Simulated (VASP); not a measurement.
# BaTiO3 (Amm2) in VASP: single point with r2SCAN

Aim: the single point of BaTiO3 with r2SCAN.

Everything below comes from runs of VASP 6.6.1. Logs are shortened: lines on timing, memory, paths and dates and some standing lists are left out, and cuts for length are marked.

### Step 1. The cell of the first run

The structure is orthorhombic, space group Amm2 (No. 38). Conventional cell: a = 3.986 Å, b = 5.674 Å, c = 5.690 Å, α = 90.00°, β = 90.00°, γ = 90.00°. Within 3.7 Å of Ba (site symmetry mm2) lie 12 O at 2.77 to 2.92 Å and 8 Ti at 3.42 to 3.53 Å. Within 2.6 Å of Ti (site symmetry mm2) lie 6 O at 1.93 to 2.09 Å. O (site symmetry mm2) has 2 Ti at 2.00 Å within 2.6 Å. Within 2.6 Å of O (site symmetry m) lie 2 Ti at 1.93 to 2.09 Å.

### Step 2. Single point, r2SCAN

Input file POSCAR:

```
BaTiO3
1.0
    3.9855000000      0.0000000000      0.0000000000
    0.0000000000      2.8369000000      2.8451500000
    0.0000000000     -2.8369000000      2.8451500000
Ba Ti O
1 1 3
Direct
    0.0000000000      0.0000000000      0.0000000000
    0.5000000000      0.5124000000      0.5124000000
    0.0000000000      0.4874000000      0.4874000000
    0.5000000000      0.5052400000      0.9918400000
    0.5000000000      0.9918400000      0.5052400000
```

Input file INCAR.step1:

```
  ALGO = Normal
  EDIFF = 1E-4
  ENCUT = 520
  GGA = PE
  ISMEAR = 0
  LASPH = T
  LCHARG = F
  LREAL = F
  LWAVE = T
  NBANDS = 28
  NELM = 100
  PREC = Accurate
  SIGMA = 0.01
```

Input file INCAR.step2:

```
  ALGO = Normal
  EDIFF = 1E-6
  ENCUT = 520
  ISIF = 2
  ISMEAR = 0
  ISTART = 1
  LASPH = T
  LCHARG = F
  LMIXTAU = T
  LREAL = F
  LWAVE = F
  METAGGA = R2SCAN
  NBANDS = 28
  NELM = 100
  PREC = Accurate
  SIGMA = 0.01
```

Input file KPOINTS:

```
k-points
0
Gamma
  6 6 6
```

Potentials or basis: VASP PAW PBE potentials, release 64 (Ba_sv, Ti_sv, O).

The run is started by

```sh
cat potpaw_PBE.64/Ba_sv/POTCAR potpaw_PBE.64/Ti_sv/POTCAR potpaw_PBE.64/O/POTCAR > POTCAR
cp INCAR.step1 INCAR
mpirun -np 1 vasp_std > vasp.out
cp INCAR.step2 INCAR
mpirun -np 1 vasp_std > vasp.out
```

OUTCAR:

```text
EDIFF = 1E-6
   ENCUT = 520
   ISIF = 2
   ISMEAR = 0
   ISTART = 1
   LASPH = T
   LREAL = F
   METAGGA = R2SCAN
   NELM = 100
   PREC = Accurate

 ion  position               nearest neighbor table
   1  0.000  0.000  0.000-   3 2.77   4 2.81   5 2.81   4 2.81   5 2.81   3 2.84   3 2.84   4 2.84
                             5 2.84   5 2.84   4 2.84   3 2.92   2 3.42   2 3.42   2 3.47   2 3.47
   2  0.500  0.512  0.512-   4 1.93   5 1.93   3 2.00   3 2.00   5 2.09   4 2.09   1 3.42   1 3.42
                             1 3.47   1 3.47   1 3.47   1 3.47   1 3.53   1 3.53
   3  0.000  0.487  0.487-   2 2.00   2 2.00   1 2.77   1 2.84   1 2.84   1 2.92
   4  0.500  0.505  0.992-   2 1.93   2 2.09   1 2.81   1 2.81   1 2.84   1 2.84
   5  0.500  0.992  0.505-   2 1.93   2 2.09   1 2.81   1 2.81   1 2.84   1 2.84

  LATTYP: Found a base centered orthorhombic cell.
 ALAT       =     5.6738000000
 B/A-ratio  =     1.0029081039
 C/A-ratio  =     0.7024392823

  Lattice vectors:

 A1 = (   0.0000000000,   2.8369000000,  -2.8451500000)
 A2 = (   0.0000000000,   2.8369000000,   2.8451500000)
 A3 = (   3.9855000000,   0.0000000000,   0.0000000000)

Analysis of symmetry for initial positions (statically):
=====================================================================
 Subroutine PRICEL returns:
 Original cell was already a primitive cell.

 Routine SETGRP: Setting up the symmetry group for a
 base centered orthorhombic supercell.

 Subroutine GETGRP returns: Found  4 space group operations
 (whereof  4 operations were pure point group operations)
 out of a pool of  8 trial point group operations.

The static configuration has the point symmetry C_2v.

Analysis of symmetry for dynamics (positions and initial velocities):
=====================================================================
 Subroutine PRICEL returns:
 Original cell was already a primitive cell.

 Routine SETGRP: Setting up the symmetry group for a
 base centered orthorhombic supercell.

 Subroutine GETGRP returns: Found  4 space group operations
 (whereof  4 operations were pure point group operations)
 out of a pool of  8 trial point group operations.

The dynamic configuration has the point symmetry C_2v.

 Subroutine INISYM returns: Found  4 space group operations
 (whereof  4 operations are pure point group operations),
 and found     1 'primitive' translations

----------------------------------------------------------------------------------------

                                     Primitive cell

  volume of cell :      64.3372

  direct lattice vectors                    reciprocal lattice vectors
     3.985500000  0.000000000  0.000000000     0.250909547  0.000000000  0.000000000
     0.000000000  2.836900000  2.845150000     0.000000000  0.176248722  0.175737659
     0.000000000 -2.836900000  2.845150000     0.000000000 -0.176248722  0.175737659

  length of vectors
     3.985500000  4.017820321  4.017820321     0.250909547  0.248892219  0.248892219

  position of ions in fractional coordinates (direct lattice)
     0.000000000  0.000000000  0.000000000
     0.500000000  0.512400000  0.512400000
     0.000000000  0.487400000  0.487400000
     0.500000000  0.505240000  0.991840000
     0.500000000  0.991840000  0.505240000

  ion indices of the primitive-cell ions
   primitive index   ion index
                 1           1
                 2           2
                 3           3
                 4           4
                 5           5

----------------------------------------------------------------------------------------

 KPOINTS: k-points

Automatic generation of k-mesh.
 Grid dimensions read from file:
 generate k-points for:    6    6    6

 Generating k-lattice:

  Cartesian coordinates                     Fractional coordinates (reciprocal lattice)
     0.041818258  0.000000000  0.000000000     0.166666667  0.000000000  0.000000000
     0.000000000  0.029374787  0.029289610     0.000000000  0.166666667  0.000000000
     0.000000000 -0.029374787  0.029289610     0.000000000  0.000000000  0.166666667

  Length of vectors
     0.041818258  0.041482037  0.041482037

  Shift w.r.t. Gamma in fractional coordinates (k-lattice)
     0.000000000  0.000000000  0.000000000

 Subroutine IBZKPT returns following result:
 ===========================================

 Found     52 irreducible k-points:

 Following reciprocal coordinates:
            Coordinates               Weight
  0.000000  0.000000  0.000000      1.000000
  0.166667  0.000000  0.000000      2.000000
  0.333333  0.000000  0.000000      2.000000
  0.500000  0.000000  0.000000      1.000000
  0.000000  0.166667  0.000000      4.000000
  0.166667  0.166667  0.000000      8.000000
[... 16 lines left out ...]
  0.333333  0.333333  0.166667      8.000000
  0.500000  0.333333  0.166667      4.000000
 [... further k-points ...]
   k-points           NKPTS =     52   k-points in BZ     NKDIM =     52   number of bands    NBANDS=     28
   number of dos      NEDOS =    301   number of ions     NIONS =      5
   total plane-waves  NPLWV =  27000
   dimension x,y,z NGX =    30 NGY =   30 NGZ =   30
   dimension x,y,z NGXF=    60 NGYF=   60 NGZF=   60
   ions per type =               1   1   3
   NGX,Y,Z   is equivalent  to a cutoff of  12.51, 12.41, 12.41 a.u.
   NGXF,Y,Z  is equivalent  to a cutoff of  25.03, 24.83, 24.83 a.u.
 SYSTEM =  unknown system
   PREC   = accura    normal or accurate (medium, high low for compatibility)
   ISTART =      1    job   : 0-new  1-cont  2-samecut
   ICHARG =      0    charge: 1-file 2-atom 10-const
   ISPIN  =      1    spin polarized calculation?
   LNONCOLLINEAR =      F non collinear calculations
   LSORBIT =      F    spin-orbit coupling
   LASPH  =      T    aspherical Exc in radial PAW
   ENCUT  =  520.0 eV  38.22 Ry    6.18 a.u.   7.41  7.47  7.47*2*pi/ulx,y,z
   NELM   =    100;   NELMIN=  2; NELMDL=  0     # of ELM steps
   EDIFF  = 0.1E-05   stopping-criterion for ELM
   LREAL  =      F    real-space projection
   EDIFFG = 0.1E-04   stopping-criterion for IOM
   NSW    =      0    number of steps for IOM
   IBRION =     -1    ionic relax: 0-MD 1-quasi-New 2-CG
   NFREE  =      0    steps in history (QN), initial steepest desc. (CG)
   ISIF   =      2    stress and relaxation
   ISYM   =      2    0-nonsym 1-usesym 2-fastsym
   POTIM  = 0.5000    time-step for ionic-motion
   TEBEG  =    0.0;   TEEND  =   0.0 temperature during run
   PSTRESS=    0.0 pullay stress
   NELECT =      40.0000    total number of electrons
   NUPDOWN=      -1.0000    fix difference up-down
   EMIN   =  10.00;   EMAX   =-10.00  energy-range for DOS
   EFERMI =   0.00;   METHOD = LEGACY
   ISMEAR =     0;   SIGMA  =   0.01  broadening in eV -4-tet -1-fermi 0-gaus
   EFERMI_NEDOS =   21; number of points for ismear=-14 and -15
   IALGO  =     38    algorithm
   IMIX   =      4    mixing-type and parameters
     AMIX     =   0.40;   BMIX     =  1.00
     AMIX_MAG =   1.60;   BMIX_MAG =  1.00
  volume/ion in A,a.u.               =      12.87        86.83
  Fermi-wavevector in a.u.,A,eV,Ry     =   1.397250  2.640420 26.562762  1.952308
  Thomas-Fermi vector in A             =   2.520525
   LORBIT       =      0    0 simple, 1 ext, 2 COOP (PROOUT), +10 PAW based schemes
   METAGGA = R2SCAN    functional components
   LHFCALC =     F    Hartree Fock is set to
   AEXX    =    0.0000 exact exchange contribution
   IVDW    =     0    specifies the selected vdW correction
   LEPSILON=     F    determine dielectric tensor
   LRPA    =     F    only Hartree local field effects (RPA)
 non-spin polarized calculation
 Gauss-broadening in eV      SIGMA  =   0.01
  energy-cutoff  :      520.00
  volume of cell :       64.34
 maximum number of plane-waves:      1754
 NGX is ok and might be reduce to    30
   NGX = 15   NGY = 15   NGZ = 15

 number of electron      39.9999995 magnetization

 Free energy of the ion-electron system (eV)
  ---------------------------------------------------
  ext. energy  EPLUGINS =         0.00000000
  ---------------------------------------------------
  free energy    TOTEN  =       -74.23432052 eV

  energy without entropy =      -74.23432052  energy(sigma->0) =      -74.23432052

 E-fermi :   3.6234     XC(G=0): -11.8953

 val. band max:        3.5045142642   @ k =   0.5000   0.5000   0.5000
 cond. band min:       5.7444084807   @ k =   0.0000   0.0000   0.0000
 fundamental gap:      2.2398942165
 Fermi energy:         3.6233649298

 k-point     1 :       0.0000    0.0000    0.0000
  band No.  band energies     occupation
      1     -55.3066      2.00000
      2     -30.4797      2.00000
      3     -30.4784      2.00000
      4     -30.4630      2.00000
      5     -21.9845      2.00000
      6     -14.3475      2.00000
[... 20 lines left out ...]
     27       9.1457      0.00000
     28      11.7490      0.00000

 k-point     2 :       0.1667    0.0000    0.0000
  band No.  band energies     occupation
      1     -55.3063      2.00000
      2     -30.4792      2.00000
      3     -30.4789      2.00000
      4     -30.4771      2.00000
      5     -21.9523      2.00000
      6     -14.3654      2.00000
[... 20 lines left out ...]
     27       9.6507      0.00000
     28      12.4103      0.00000

 k-point     3 :       0.3333    0.0000    0.0000
  band No.  band energies     occupation
      1     -55.3057      2.00000
      2     -30.5084      2.00000
      3     -30.4781      2.00000
      4     -30.4767      2.00000
      5     -21.8863      2.00000
      6     -14.4868      2.00000
[... 20 lines left out ...]
     27      10.9253      0.00000
     28      12.4514      0.00000

 k-point     4 :       0.5000    0.0000    0.0000
  band No.  band energies     occupation
      1     -55.3054      2.00000
      2     -30.5233      2.00000
      3     -30.4776      2.00000
      4     -30.4762      2.00000
      5     -21.8526      2.00000
      6     -14.5692      2.00000
[... 578 lines left out ...]
     27      11.6102      0.00000
     28      12.7296      0.00000

 k-point    23 :       0.3333    0.3333    0.1667
  band No.  band energies     occupation
      1     -55.3046      2.00000
      2     -30.5179      2.00000
      3     -30.5056      2.00000
      4     -30.4896      2.00000
      5     -21.8011      2.00000
      6     -14.1161      2.00000
[... 20 lines left out ...]
     27      12.4198      0.00000
     28      12.5166      0.00000

 k-point    24 :       0.5000    0.3333    0.1667
  band No.  band energies     occupation
      1     -55.3043      2.00000
      2     -30.5203      2.00000
      3     -30.5171      2.00000
      4     -30.4890      2.00000
      5     -21.7779      2.00000
      6     -14.0617      2.00000
[... 20 lines left out ...]
     27      12.3117      0.00000
     28      12.7592      0.00000

 [... further k-points ...]

------------------------ aborting loop because EDIFF is reached ----------------------------------------

  FORCE on cell =-STRESS in cart. coord.  units (eV):
  Direction    XX          YY          ZZ          XY          YZ          ZX
  --------------------------------------------------------------------------------------
  -------------------------------------------------------------------------------------
  Total        0.4795301      0.5282553      0.2620354      0.0000000      0.0000000      0.0000000
  in kB       11.9416524     13.1550493      6.5254223      0.0000000      0.0000000      0.0000000
  external PRESSURE =      10.5407080 kB  Pullay stress =       0.0000000 kB

 VOLUME and BASIS-vectors are now :
 -----------------------------------------------------------------------------
  energy-cutoff  :      520.00
  volume of cell :       64.34
      direct lattice vectors                 reciprocal lattice vectors
     3.985500000  0.000000000  0.000000000     0.250909547  0.000000000  0.000000000
     0.000000000  2.836900000  2.845150000     0.000000000  0.176248722  0.175737659
     0.000000000 -2.836900000  2.845150000     0.000000000 -0.176248722  0.175737659

 POSITION                                       TOTAL-FORCE (eV/Angst)
 -----------------------------------------------------------------------------------
      0.00000      0.00000      0.00000         0.000000      0.000000      0.162046
      1.99275      0.00000      2.91571         0.000000      0.000000      0.115808
      0.00000      0.00000      2.77345         0.000000      0.000000      0.267639
      1.99275     -1.38044      4.25942         0.000000     -0.014205     -0.272746
      1.99275      1.38044      4.25942         0.000000      0.014205     -0.272746
 -----------------------------------------------------------------------------------
    total drift:                                0.000000      0.000001     -0.000623

  FREE ENERGIE OF THE ION-ELECTRON SYSTEM (eV)
  ---------------------------------------------------
  free  energy   TOTEN  =       -74.2343205169 eV

  energy  without entropy=      -74.2343205169  energy(sigma->0) =      -74.23432052
```

It took 2.6 min on 1 thread of Intel Xeon 6975P-C (Granite Rapids), shared host; peak memory 0.23 GiB.

Results:

```
Free energy            : -74.2343 eV
Pressure               : 1.1 GPa
Largest force          : 0.273 eV/Å
Band gap on the k mesh : 2.24 eV (least direct gap 2.46 eV)
```

Forces on the atoms (eV/Å):
```
Ba   0.000  0.000  0.162
Ti   0.000  0.000  0.116
O    0.000  0.000  0.268
O    0.000 -0.014 -0.273
O    0.000  0.014 -0.273
```

Caveat: the PAW data sets were made with another functional, which shifts forces and pressure a little; spin-orbit coupling is left out, which moves the levels of the heavy elements.
